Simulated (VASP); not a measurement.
# Si (Fd-3m) in VASP: settings compared, part 2 of 3

VASP 6.6.1.

### Step 3. Single point, PBE0

This run uses another cell than the first one, of 20.16 Å³/atom.

POSCAR reads:

```
Si
1.0
    0.0000000000      2.7218511865      2.7218511865
    2.7218511865      0.0000000000      2.7218511865
    2.7218511865      2.7218511865      0.0000000000
Si
2
Direct
    0.5000000000      0.5000000000      0.5000000000
    0.7500000000      0.7500000000      0.7500000000
```

INCAR.step1 reads:

```
  PREC = Accurate
  ENCUT = 520
  EDIFF = 1E-5
  ISMEAR = -1
  SIGMA = 0.05
  LREAL = False
  LASPH = True
  NELM = 60
  ALGO = Normal
  ISIF = 2
  LWAVE = True
  LCHARG = False
  NBANDS = 11
  GGA = PE
```

INCAR.step2 reads:

```
  PREC = Accurate
  ENCUT = 520
  EDIFF = 1E-7
  ISMEAR = -1
  SIGMA = 0.05
  LREAL = False
  LASPH = True
  NELM = 60
  ALGO = Normal
  ISIF = 2
  LWAVE = False
  LCHARG = False
  GGA = PE
  LHFCALC = True
  AEXX = 0.25
  PRECFOCK = Normal
  NBANDS = 11
  ISTART = 1
```

KPOINTS reads:

```
Automatic mesh
0
Gamma
  6 6 6
```

Potentials or basis: VASP PAW PBE potentials, release 64 (Si).

Run with:

```
$ cat potpaw_PBE.64/Si/POTCAR > POTCAR
$ cp INCAR.step1 INCAR
$ mpirun -np 1 vasp_std > vasp.out
$ cp INCAR.step2 INCAR
$ mpirun -np 1 vasp_std > vasp.out
```

OUTCAR:

```text
PREC = Accurate
   ENCUT = 520
   EDIFF = 1E-7
   ISMEAR = -1
   LREAL = False
   LASPH = True
   NELM = 60
   ISIF = 2
   GGA = PE
   LHFCALC = True
   AEXX = 0.25
   PRECFOCK = Normal
   ISTART = 1

 ion  position               nearest neighbor table
   1  0.500  0.500  0.500-   2 2.36   2 2.36   2 2.36   2 2.36
   2  0.750  0.750  0.750-   1 2.36   1 2.36   1 2.36   1 2.36

  LATTYP: Found a face centered cubic cell.
 ALAT       =     5.4437023730

  Lattice vectors:

 A1 = (   0.0000000000,   2.7218511865,   2.7218511865)
 A2 = (   2.7218511865,   0.0000000000,   2.7218511865)
 A3 = (   2.7218511865,   2.7218511865,   0.0000000000)

Analysis of symmetry for initial positions (statically):
=====================================================================
 Subroutine PRICEL returns:
 Original cell was already a primitive cell.

 Routine SETGRP: Setting up the symmetry group for a
 face centered cubic supercell.

 Subroutine GETGRP returns: Found 48 space group operations
 (whereof 24 operations were pure point group operations)
 out of a pool of 48 trial point group operations.

The static configuration has the point symmetry T_d .
 The point group associated with its full space group is O_h .

Analysis of symmetry for dynamics (positions and initial velocities):
=====================================================================
 Subroutine PRICEL returns:
 Original cell was already a primitive cell.

 Routine SETGRP: Setting up the symmetry group for a
 face centered cubic supercell.

 Subroutine GETGRP returns: Found 48 space group operations
 (whereof 24 operations were pure point group operations)
 out of a pool of 48 trial point group operations.

The dynamic configuration has the point symmetry T_d .
 The point group associated with its full space group is O_h .

 Subroutine INISYM returns: Found 48 space group operations
 (whereof 24 operations are pure point group operations),
[... 120 lines left out ...]
   HFSCREEN=    0.0000 screening length (either q_TF or 0.3 A-1)
   HFSCREENC=   0.0000 screening length for correlation (either q_TF or 0.3 A-1)
   ENCUTFOCK=  -1.0 apply spherical cutoff to Coloumb kernel
   IVDW    =     0    specifies the selected vdW correction
   LEPSILON=     F    determine dielectric tensor
   LRPA    =     F    only Hartree local field effects (RPA)
 non-spin polarized calculation
  energy-cutoff  :      520.00
  volume of cell :       40.33
 maximum number of plane-waves:      1106
 NGX is ok and might be reduce to    30
  NGX = 24; NGY = 24; NGZ = 24

 number of electron       8.0000001 magnetization

 Free energy of the ion-electron system (eV)
  ---------------------------------------------------
  ext. energy  EPLUGINS =         0.00000000
  ---------------------------------------------------
  free energy    TOTEN  =       -13.56414769 eV

  energy without entropy =      -13.56414769  energy(sigma->0) =      -13.56414769

 E-fermi :   6.0188     XC(G=0):  -7.4329

 val. band max:        5.0592959059   @ k =   0.0000   0.0000   0.0000
 cond. band min:       7.0439354576   @ k =   0.5000   0.5000   0.0000
 fundamental gap:      1.9846395517
 Fermi energy:         6.0188101794

 k-point     1 :       0.0000    0.0000    0.0000
  band No.  band energies     occupation
      1      -8.2735      2.00000
      2       5.0593      2.00000
      3       5.0593      2.00000
      4       5.0593      2.00000
      5       9.0674      0.00000
      6       9.0674      0.00000
      7       9.0674      0.00000
      8       9.9872      0.00000
      9      14.5282      0.00000
     10      14.5697      0.00000
     11      14.5697      0.00000
[... 197 lines left out ...]
 k-point    16 :      -0.3333    0.5000    0.1667
  band No.  band energies     occupation
      1      -3.5402      2.00000
      2      -3.5402      2.00000
      3       1.0627      2.00000
      4       1.0627      2.00000
      5       9.2222      0.00000
      6       9.2222      0.00000
      7      13.5845      0.00000
      8      13.5845      0.00000
      9      17.6574      0.00000
     10      17.6574      0.00000
     11      20.0677      0.00000

------------------------ aborting loop because EDIFF is reached ----------------------------------------

  FORCE on cell =-STRESS in cart. coord.  units (eV):
  Direction    XX          YY          ZZ          XY          YZ          ZX
  --------------------------------------------------------------------------------------
  -------------------------------------------------------------------------------------
  Total       -0.1731037     -0.1731037     -0.1731037     -0.0000000      0.0000000     -0.0000000
  in kB       -6.8769192     -6.8769192     -6.8769192     -0.0000000      0.0000000     -0.0000000
  external PRESSURE =      -6.8769192 kB  Pullay stress =       0.0000000 kB

 VOLUME and BASIS-vectors are now :
 -----------------------------------------------------------------------------
  energy-cutoff  :      520.00
  volume of cell :       40.33
      direct lattice vectors                 reciprocal lattice vectors
     0.000000000  2.721851186  2.721851186    -0.183698507  0.183698507  0.183698507
     2.721851186  0.000000000  2.721851186     0.183698507 -0.183698507  0.183698507
     2.721851186  2.721851186  0.000000000     0.183698507  0.183698507 -0.183698507

 POSITION                                       TOTAL-FORCE (eV/Angst)
 -----------------------------------------------------------------------------------
      2.72185      2.72185      2.72185         0.000000      0.000000      0.000000
      4.08278      4.08278      4.08278        -0.000000     -0.000000     -0.000000
 -----------------------------------------------------------------------------------
    total drift:                                0.000000     -0.000000      0.000000

  FREE ENERGIE OF THE ION-ELECTRON SYSTEM (eV)
  ---------------------------------------------------
  free  energy   TOTEN  =       -13.5641476950 eV

  energy  without entropy=      -13.5641476947  energy(sigma->0) =      -13.56414769
```

It took 14 min on 1 thread of Intel Xeon Platinum 8259CL at 2.50GHz (Skylake/Cascade Lake), shared host; peak memory 0.18 GiB.

What came out:

```
Free energy            : -13.5641 eV
Pressure               : -0.7 GPa
Band gap on the k mesh : 1.98 eV (least direct gap 4.01 eV)
```

Levels at points of the mesh, in eV from the valence-band top:
| k point | band 1 | band 2 | band 3 | band 4 | band 5 | band 6 | band 7 | band 8 | band 9 |
| --- | --- | --- | --- | --- | --- | --- | --- | --- | --- |
| (0.00, 0.00, 0.00) | -13.33 | 0.00 | 0.00 | 0.00 | 4.01 | 4.01 | 4.01 | 4.93 | 9.47 |
| (0.50, 0.00, 0.00) | -10.75 | -7.77 | -1.32 | -1.32 | 2.90 | 4.85 | 4.85 | 9.32 | 12.53 |
| (0.50, 0.50, 0.00) | -8.73 | -8.73 | -3.16 | -3.16 | 1.98 | 1.98 | 12.17 | 12.17 | 12.96 |

Caveat: the PAW data sets were made with another functional, which shifts forces and pressure a little. A k mesh can miss the band edges.

[end of part 2 of 3]
